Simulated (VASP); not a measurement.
# As in VASP: further runs

Runs on As. Level: PBE+D3(BJ). Tasks: single point.

All numbers are computed with VASP 6.6.1; they aren't measurements. Logs are shortened: lines on timing, memory, paths and dates and some standing lists are left out, and cuts for length are marked.

## (1) The cell of the first run

The cell holds a slab with vacuum, 2 atoms: a = 3.463 Å, b = 3.463 Å, c = 28.574 Å, α = 90.00°, β = 90.00°, γ = 120.00°.

## (2) Single point, PBE+D3(BJ)

INCAR reads:

```
SYSTEM = As
  PREC = Accurate
  ENCUT = 400
  EDIFF = 1E-6
  ISMEAR = 0
  SIGMA = 0.02
  LREAL = .False.
  LASPH = .True.
  NELM = 120
  ALGO = Normal
  ISIF = 2
  LWAVE = .False.
  LCHARG = .True.
  LDIPOL = .True.
  IDIPOL = 3
  DIPOL = 0.5 0.5 0.500
  GGA = PE
  IVDW = 12
  LELF = .True.
  LVHAR = .True.
  LVACPOTAV = .True.
  NBANDS = 22
  GGA_COMPAT = .False.
  NELMDL = -8
```

KPOINTS reads:

```
Automatic mesh
0
Gamma
  9 9 1
  0 0 0
```

POSCAR reads:

```
As
1.0
    3.4630000000      0.0000000000      0.0000000000
   -1.7315000000      2.9990459733      0.0000000000
    0.0000000000      0.0000000000     28.5742413766
As
2
Direct
    0.3333333333      0.6666666667      0.4685555956
    0.6666666667      0.3333333333      0.5314444044
```

Potentials or basis: VASP PAW PBE potentials, release 64 (As_d).

Run with:

```
$ cat potpaw_PBE.64/As_d/POTCAR > POTCAR
$ mpirun -np 1 vasp_std > vasp.out
```

OUTCAR:

```text
SYSTEM = As
   PREC = Accurate
   ENCUT = 400
   EDIFF = 1E-6
   ISMEAR = 0
   LREAL = .False.
   LASPH = .True.
   NELM = 120
   ISIF = 2
   GGA = PE
   IVDW = 12
   NELMDL = -8
 IVDW          = 12

 ion  position               nearest neighbor table
   1  0.333  0.667  0.469-   2 2.69   2 2.69   2 2.69
   2  0.667  0.333  0.531-   1 2.69   1 2.69   1 2.69

  LATTYP: Found a hexagonal cell.
 ALAT       =     3.4630000000
 C/A-ratio  =     8.2512969612

  Lattice vectors:

 A1 = (   3.4630000000,   0.0000000000,   0.0000000000)
 A2 = (  -1.7315000000,   2.9990459733,   0.0000000000)
 A3 = (   0.0000000000,   0.0000000000,  28.5742413766)

Analysis of symmetry for initial positions (statically):
=====================================================================
 Subroutine PRICEL returns:
 Original cell was already a primitive cell.

 Routine SETGRP: Setting up the symmetry group for a
 hexagonal supercell.

 Subroutine GETGRP returns: Found 12 space group operations
 (whereof 12 operations were pure point group operations)
 out of a pool of 24 trial point group operations.

The static configuration has the point symmetry D_3d.

Analysis of symmetry for dynamics (positions and initial velocities):
=====================================================================
 Subroutine PRICEL returns:
 Original cell was already a primitive cell.

 Routine SETGRP: Setting up the symmetry group for a
 hexagonal supercell.

 Subroutine GETGRP returns: Found 12 space group operations
 (whereof 12 operations were pure point group operations)
 out of a pool of 24 trial point group operations.

The dynamic configuration has the point symmetry D_3d.

 Subroutine INISYM returns: Found 12 space group operations
 (whereof 12 operations are pure point group operations),
 and found     1 'primitive' translations

----------------------------------------------------------------------------------------

                                     Primitive cell

  volume of cell :     296.7634

  direct lattice vectors                    reciprocal lattice vectors
     3.463000000  0.000000000  0.000000000     0.288766965  0.166719685  0.000000000
    -1.731500000  2.999045973  0.000000000     0.000000000  0.333439370  0.000000000
     0.000000000  0.000000000 28.574241377     0.000000000  0.000000000  0.034996555

  length of vectors
[... 69 lines left out ...]
   EDIFF  = 0.1E-05   stopping-criterion for ELM
   LREAL  =      F    real-space projection
   EDIFFG = 0.1E-04   stopping-criterion for IOM
   NSW    =      0    number of steps for IOM
   IBRION =     -1    ionic relax: 0-MD 1-quasi-New 2-CG
   NFREE  =      0    steps in history (QN), initial steepest desc. (CG)
   ISIF   =      2    stress and relaxation
   ISYM   =      2    0-nonsym 1-usesym 2-fastsym
   POTIM  = 0.5000    time-step for ionic-motion
   TEBEG  =    0.0;   TEEND  =   0.0 temperature during run
   PSTRESS=    0.0 pullay stress
   NELECT =      30.0000    total number of electrons
   NUPDOWN=      -1.0000    fix difference up-down
   EMIN   =  10.00;   EMAX   =-10.00  energy-range for DOS
   EFERMI =   0.00;   METHOD = LEGACY
   ISMEAR =     0;   SIGMA  =   0.02  broadening in eV -4-tet -1-fermi 0-gaus
   EFERMI_NEDOS =   21; number of points for ismear=-14 and -15
   IALGO  =     38    algorithm
   IMIX   =      4    mixing-type and parameters
     AMIX     =   0.40;   BMIX     =  1.00
     AMIX_MAG =   1.60;   BMIX_MAG =  1.00
  volume/ion in A,a.u.               =     148.38      1001.33
  Fermi-wavevector in a.u.,A,eV,Ry     =   0.762626  1.441155  7.913134  0.581599
  Thomas-Fermi vector in A             =   1.862129
   LORBIT       =      0    0 simple, 1 ext, 2 COOP (PROOUT), +10 PAW based schemes
   GGA     = PE    functional components
   LHFCALC =     F    Hartree Fock is set to
   AEXX    =    0.0000 exact exchange contribution
   IVDW    =    12    specifies the selected vdW correction
   LEPSILON=     F    determine dielectric tensor
   LRPA    =     F    only Hartree local field effects (RPA)
 non-spin polarized calculation
 Gauss-broadening in eV      SIGMA  =   0.02
  energy-cutoff  :      400.00
  volume of cell :      296.76
 maximum number of plane-waves:      5433
 NGX is ok and might be reduce to    24
   NGX = 11   NGY = 11   NGZ = 93

 dipolmoment           0.000000      0.000000     -0.000000 electrons x Angstroem

 number of electron      29.9999985 magnetization

 dipolmoment           0.000000      0.000000      0.000000 electrons x Angstroem

 Free energy of the ion-electron system (eV)
  ---------------------------------------------------
  ext. energy  EPLUGINS =         0.00000000
  ---------------------------------------------------
  free energy    TOTEN  =        -8.60843721 eV

  energy without entropy =       -8.60843721  energy(sigma->0) =       -8.60843721

 E-fermi :  -2.7727     XC(G=0):  -2.1107

 val. band max:       -2.8698411109   @ k =   0.3333   0.0000   0.0000
 cond. band min:      -2.6348849541   @ k =   0.3333   0.2222   0.0000
 fundamental gap:      0.2349561568
 Fermi energy:        -2.7727179279

 k-point     1 :       0.0000    0.0000    0.0000
  band No.  band energies     occupation
      1     -39.0877      2.00000
      2     -39.0877      2.00000
      3     -39.0703      2.00000
      4     -39.0703      2.00000
      5     -39.0550      2.00000
      6     -39.0413      2.00000
[... 289 lines left out ...]
     21       5.3142      0.00000
     22       5.7548      0.00000

------------------------ aborting loop because EDIFF is reached ----------------------------------------

 Edisp (eV)   -0.43736

 E8    (eV) :    -0.1978

  FORCE on cell =-STRESS in cart. coord.  units (eV):
  Direction    XX          YY          ZZ          XY          YZ          ZX
  --------------------------------------------------------------------------------------
  -------------------------------------------------------------------------------------
  Total      -1.15346    -1.15346    -4.97304     0.00000    -0.00000     0.00000
  in kB      -6.22734    -6.22734   -26.84863     0.00000    -0.00000     0.00000
  external pressure =      -13.10 kB  Pullay stress =        0.00 kB

 VOLUME and BASIS-vectors are now :
 -----------------------------------------------------------------------------
  energy-cutoff  :      400.00
  volume of cell :      296.76
      direct lattice vectors                 reciprocal lattice vectors
     3.463000000  0.000000000  0.000000000     0.288766965  0.166719685  0.000000000
    -1.731500000  2.999045973  0.000000000     0.000000000  0.333439370  0.000000000
     0.000000000  0.000000000 28.574241377     0.000000000  0.000000000  0.034996555

 POSITION                                       TOTAL-FORCE (eV/Angst)
 -----------------------------------------------------------------------------------
     -0.00000      1.99936     13.38862        -0.000000      0.000000      2.729055
      1.73150      0.99968     15.18562         0.000000     -0.000000     -2.729055
 -----------------------------------------------------------------------------------
    total drift:                                0.000000      0.000000      0.000000

  FREE ENERGIE OF THE ION-ELECTRON SYSTEM (eV)
  ---------------------------------------------------
  free  energy   TOTEN  =        -9.0457948860 eV

  energy  without entropy=       -9.0457948860  energy(sigma->0) =       -9.04579489

 vacuum level on the upper side and lower side of the slab         1.125         1.125
```

OSZICAR:

```text
N       E                     dE             d eps       ncg     rms          rms(c)
DAV:   1     0.211678776689E+03    0.21168E+03   -0.15024E+04   644   0.284E+03
DAV:   2     0.264324742445E+02   -0.18525E+03   -0.17715E+03   614   0.606E+02
DAV:   3    -0.690441673326E+01   -0.33337E+02   -0.33027E+02   814   0.142E+02
[... 16 lines left out ...]
DAV:  20    -0.860841684607E+01   -0.78471E-05   -0.66895E-07   530   0.650E-03    0.856E-04
DAV:  21    -0.860843051749E+01   -0.13671E-04   -0.54751E-07   462   0.499E-03    0.259E-04
DAV:  22    -0.860843335217E+01   -0.28347E-05   -0.79324E-08   466   0.336E-03    0.408E-04
DAV:  23    -0.860843691148E+01   -0.35593E-05   -0.13838E-07   442   0.183E-03    0.226E-04
DAV:  24    -0.860843721308E+01   -0.30160E-06   -0.96599E-09   432   0.139E-03
   1 F= -.90457949E+01 E0= -.90457949E+01  d E =-.479144E-13
```

Wall time 40 s (1 thread of Intel Xeon 6975P-C (Granite Rapids), shared host); peak memory 0.32 GiB.

What came out:

```yaml
Free_energy: -9.0458 eV
Largest_force: 2.729 eV/Å
Band_gap_on_the_k_mesh: zero (bands 15 and 16 overlap by 0.90 eV)
Dispersion_energy_per_atom: -0.219 eV
```

Forces in eV/Å, atoms in the order of the input:
```
As   0.000  0.000  2.729
As   0.000  0.000 -2.729
```

## (3) Single point, PBE+D3(BJ)

This run uses another cell than the first one.

INCAR reads:

```
SYSTEM = As
  PREC = Accurate
  ENCUT = 400
  EDIFF = 1E-6
  ISMEAR = 0
  SIGMA = 0.02
  LREAL = .FALSE.
  LASPH = .TRUE.
  NELM = 120
  ALGO = Normal
  ISIF = 2
  LWAVE = .FALSE.
  LCHARG = .FALSE.
  LDIPOL = .TRUE.
  IDIPOL = 3
  DIPOL = 0.5 0.5 0.500
  GGA = PE
  IVDW = 12
  NBANDS = 22
  GGA_COMPAT = .FALSE.
  NELMDL = -8
```

KPOINTS reads:

```
regular mesh
0
G
  9 9 1
  0 0 0
```

POSCAR reads:

```
As
1.0
    3.5780000000      0.0000000000      0.0000000000
   -1.7890000000      3.0986388948      0.0000000000
    0.0000000000      0.0000000000     28.5742413766
As
2
Direct
    0.3333333333      0.6666666667      0.4790370638
    0.6666666667      0.3333333333      0.5209629362
```

Potentials or basis: VASP PAW PBE potentials, release 64 (As_d).

Run with:

```
$ cat potpaw_PBE.64/As_d/POTCAR > POTCAR
$ mpirun -np 1 vasp_std > vasp.out
```

OUTCAR:

```text
SYSTEM = As
   PREC = Accurate
   ENCUT = 400
   EDIFF = 1E-6
   ISMEAR = 0
   LREAL = .FALSE.
   LASPH = .TRUE.
   NELM = 120
   ISIF = 2
   GGA = PE
   IVDW = 12
   NELMDL = -8
 IVDW          = 12

 ion  position               nearest neighbor table
   1  0.333  0.667  0.479-   2 2.39   2 2.39   2 2.39
   2  0.667  0.333  0.521-   1 2.39   1 2.39   1 2.39

  LATTYP: Found a hexagonal cell.
 ALAT       =     3.5780000000
 C/A-ratio  =     7.9860931740

  Lattice vectors:

 A1 = (   3.5780000000,   0.0000000000,   0.0000000000)
 A2 = (  -1.7890000000,   3.0986388948,   0.0000000000)
 A3 = (   0.0000000000,   0.0000000000,  28.5742413766)

Analysis of symmetry for initial positions (statically):
=====================================================================
 Subroutine PRICEL returns:
 Original cell was already a primitive cell.

 Routine SETGRP: Setting up the symmetry group for a
 hexagonal supercell.

 Subroutine GETGRP returns: Found 12 space group operations
 (whereof 12 operations were pure point group operations)
 out of a pool of 24 trial point group operations.

The static configuration has the point symmetry D_3d.

Analysis of symmetry for dynamics (positions and initial velocities):
=====================================================================
 Subroutine PRICEL returns:
 Original cell was already a primitive cell.

 Routine SETGRP: Setting up the symmetry group for a
 hexagonal supercell.

 Subroutine GETGRP returns: Found 12 space group operations
 (whereof 12 operations were pure point group operations)
 out of a pool of 24 trial point group operations.

The dynamic configuration has the point symmetry D_3d.

 Subroutine INISYM returns: Found 12 space group operations
 (whereof 12 operations are pure point group operations),
 and found     1 'primitive' translations

----------------------------------------------------------------------------------------

                                     Primitive cell

  volume of cell :     316.8006

  direct lattice vectors                    reciprocal lattice vectors
     3.578000000  0.000000000  0.000000000     0.279485746  0.161361171  0.000000000
    -1.789000000  3.098638895  0.000000000     0.000000000  0.322722342  0.000000000
     0.000000000  0.000000000 28.574241377     0.000000000  0.000000000  0.034996555

  length of vectors
     3.578000000  3.578000000 28.574241377     0.322722342  0.322722342  0.034996555

  position of ions in fractional coordinates (direct lattice)
     0.333333333  0.666666667  0.479037064
     0.666666667  0.333333333  0.520962936

  ion indices of the primitive-cell ions
   primitive index   ion index
                 1           1
                 2           2

----------------------------------------------------------------------------------------

 KPOINTS: regular mesh

Automatic generation of k-mesh.
 Grid dimensions read from file:
 generate k-points for:    9    9    1

 Generating k-lattice:

  Cartesian coordinates                     Fractional coordinates (reciprocal lattice)
     0.031053972  0.017929019  0.000000000     0.111111111  0.000000000  0.000000000
     0.000000000  0.035858038  0.000000000     0.000000000  0.111111111  0.000000000
     0.000000000  0.000000000  0.034996555     0.000000000  0.000000000  1.000000000

  Length of vectors
     0.035858038  0.035858038  0.034996555

  Shift w.r.t. Gamma in fractional coordinates (k-lattice)
     0.000000000  0.000000000  0.000000000

 Subroutine IBZKPT returns following result:
 ===========================================

 Found     12 irreducible k-points:

 Following reciprocal coordinates:
            Coordinates               Weight
  0.000000  0.000000  0.000000      1.000000
  0.111111  0.000000  0.000000      6.000000
  0.222222  0.000000  0.000000      6.000000
  0.333333  0.000000  0.000000      6.000000
  0.444444  0.000000  0.000000      6.000000
  0.111111  0.111111  0.000000      6.000000
  0.222222  0.111111  0.000000     12.000000
  0.333333  0.111111  0.000000     12.000000
  0.444444  0.111111  0.000000      6.000000
  0.222222  0.222222  0.000000      6.000000
  0.333333  0.222222  0.000000     12.000000
  0.333333  0.333333  0.000000      2.000000
   k-points           NKPTS =     12   k-points in BZ     NKDIM =     12   number of bands    NBANDS=     22
   number of dos      NEDOS =    301   number of ions     NIONS =      2
   total plane-waves  NPLWV = 110592
   dimension x,y,z NGX =    24 NGY =   24 NGZ =  192
   dimension x,y,z NGXF=    48 NGYF=   48 NGZF=  384
   ions per type =               2
   NGX,Y,Z   is equivalent  to a cutoff of  11.15, 11.15, 11.17 a.u.
   NGXF,Y,Z  is equivalent  to a cutoff of  22.30, 22.30, 22.34 a.u.
 SYSTEM =  As
   PREC   = accura    normal or accurate (medium, high low for compatibility)
   ISTART =      0    job   : 0-new  1-cont  2-samecut
   ICHARG =      2    charge: 1-file 2-atom 10-const
   ISPIN  =      1    spin polarized calculation?
   LNONCOLLINEAR =      F non collinear calculations
   LSORBIT =      F    spin-orbit coupling
   LASPH  =      T    aspherical Exc in radial PAW
   ENCUT  =  400.0 eV  29.40 Ry    5.42 a.u.   5.83  5.83 46.60*2*pi/ulx,y,z
   NELM   =    120;   NELMIN=  2; NELMDL= -8     # of ELM steps
   EDIFF  = 0.1E-05   stopping-criterion for ELM
   LREAL  =      F    real-space projection
   EDIFFG = 0.1E-04   stopping-criterion for IOM
   NSW    =      0    number of steps for IOM
   IBRION =     -1    ionic relax: 0-MD 1-quasi-New 2-CG
   NFREE  =      0    steps in history (QN), initial steepest desc. (CG)
   ISIF   =      2    stress and relaxation
   ISYM   =      2    0-nonsym 1-usesym 2-fastsym
   POTIM  = 0.5000    time-step for ionic-motion
   TEBEG  =    0.0;   TEEND  =   0.0 temperature during run
   PSTRESS=    0.0 pullay stress
   NELECT =      30.0000    total number of electrons
   NUPDOWN=      -1.0000    fix difference up-down
   EMIN   =  10.00;   EMAX   =-10.00  energy-range for DOS
   EFERMI =   0.00;   METHOD = LEGACY
   ISMEAR =     0;   SIGMA  =   0.02  broadening in eV -4-tet -1-fermi 0-gaus
   EFERMI_NEDOS =   21; number of points for ismear=-14 and -15
   IALGO  =     38    algorithm
   IMIX   =      4    mixing-type and parameters
     AMIX     =   0.40;   BMIX     =  1.00
     AMIX_MAG =   1.60;   BMIX_MAG =  1.00
  volume/ion in A,a.u.               =     158.40      1068.94
  Fermi-wavevector in a.u.,A,eV,Ry     =   0.746197  1.410107  7.575851  0.556809
  Thomas-Fermi vector in A             =   1.841961
   LORBIT       =      0    0 simple, 1 ext, 2 COOP (PROOUT), +10 PAW based schemes
   GGA     = PE    functional components
   LHFCALC =     F    Hartree Fock is set to
   AEXX    =    0.0000 exact exchange contribution
   IVDW    =    12    specifies the selected vdW correction
   LEPSILON=     F    determine dielectric tensor
   LRPA    =     F    only Hartree local field effects (RPA)
 non-spin polarized calculation
 Gauss-broadening in eV      SIGMA  =   0.02
  energy-cutoff  :      400.00
  volume of cell :      316.80
 maximum number of plane-waves:      5792
 NGX is ok and might be reduce to    24
   NGX = 11   NGY = 11   NGZ = 93

 number of electron      30.0000038 magnetization

 dipolmoment           0.000000      0.000000      0.000000 electrons x Angstroem

 Free energy of the ion-electron system (eV)
  ---------------------------------------------------
  ext. energy  EPLUGINS =         0.00000000
  ---------------------------------------------------
  free energy    TOTEN  =        -9.07631906 eV

  energy without entropy =       -9.07631906  energy(sigma->0) =       -9.07631906

 E-fermi :  -4.1883     XC(G=0):  -1.9226

 val. band max:       -4.3448334881   @ k =   0.1111   0.1111   0.0000
 cond. band min:      -3.0584464663   @ k =   0.0000   0.0000   0.0000
 fundamental gap:      1.2863870218
 Fermi energy:        -4.1883176477

 k-point     1 :       0.0000    0.0000    0.0000
  band No.  band energies     occupation
      1     -39.7538      2.00000
      2     -39.7538      2.00000
      3     -39.6932      2.00000
      4     -39.6932      2.00000
      5     -39.6086      2.00000
      6     -39.5743      2.00000
[... 274 lines left out ...]
      6     -39.6244      2.00000
[... 14 lines left out ...]
     21       4.1195      0.00000
     22       5.0262      0.00000

------------------------ aborting loop because EDIFF is reached ----------------------------------------

 vacuum level on the upper side and lower side of the slab       (xc-potential included)        -0.005        -0.005

 Edisp (eV)   -0.42716

 E8    (eV) :    -0.1940

  FORCE on cell =-STRESS in cart. coord.  units (eV):
  Direction    XX          YY          ZZ          XY          YZ          ZX
  --------------------------------------------------------------------------------------
  -------------------------------------------------------------------------------------
  Total       1.58798     1.58798     3.27110     0.00000     0.00000     0.00000
  in kB       8.03098     8.03098    16.54316     0.00000     0.00000     0.00000
  external pressure =       10.87 kB  Pullay stress =        0.00 kB

 VOLUME and BASIS-vectors are now :
 -----------------------------------------------------------------------------
  energy-cutoff  :      400.00
  volume of cell :      316.80
      direct lattice vectors                 reciprocal lattice vectors
     3.578000000  0.000000000  0.000000000     0.279485746  0.161361171  0.000000000
    -1.789000000  3.098638895  0.000000000     0.000000000  0.322722342  0.000000000
     0.000000000  0.000000000 28.574241377     0.000000000  0.000000000  0.034996555

 POSITION                                       TOTAL-FORCE (eV/Angst)
 -----------------------------------------------------------------------------------
     -0.00000      2.06576     13.68812         0.000000      0.000000     -2.785037
      1.78900      1.03288     14.88612        -0.000000     -0.000000      2.785037
 -----------------------------------------------------------------------------------
    total drift:                               -0.000000     -0.000000      0.000000

  FREE ENERGIE OF THE ION-ELECTRON SYSTEM (eV)
  ---------------------------------------------------
  free  energy   TOTEN  =        -9.5034774751 eV

  energy  without entropy=       -9.5034774751  energy(sigma->0) =       -9.50347748

 vacuum level on the upper side and lower side of the slab         1.148         1.148
```

Run time: 90 s. Hardware: 1 thread of Intel Xeon Platinum 8259CL at 2.50GHz (Skylake/Cascade Lake), shared host; peak memory 0.33 GiB.

What came out:

* Free energy: -9.5035 eV
* Largest force: 2.785 eV/Å
* Band gap on the k mesh: 1.29 eV (least direct gap 1.41 eV)
* Dispersion energy per atom: -0.214 eV

Forces in eV/Å, atoms in the order of the input:
```
As   0.000  0.000 -2.785
As   0.000  0.000  2.785
```

[end of part 1 of 2]

The gap in the log of VASP goes by the Fermi energy; the results here count the filled bands.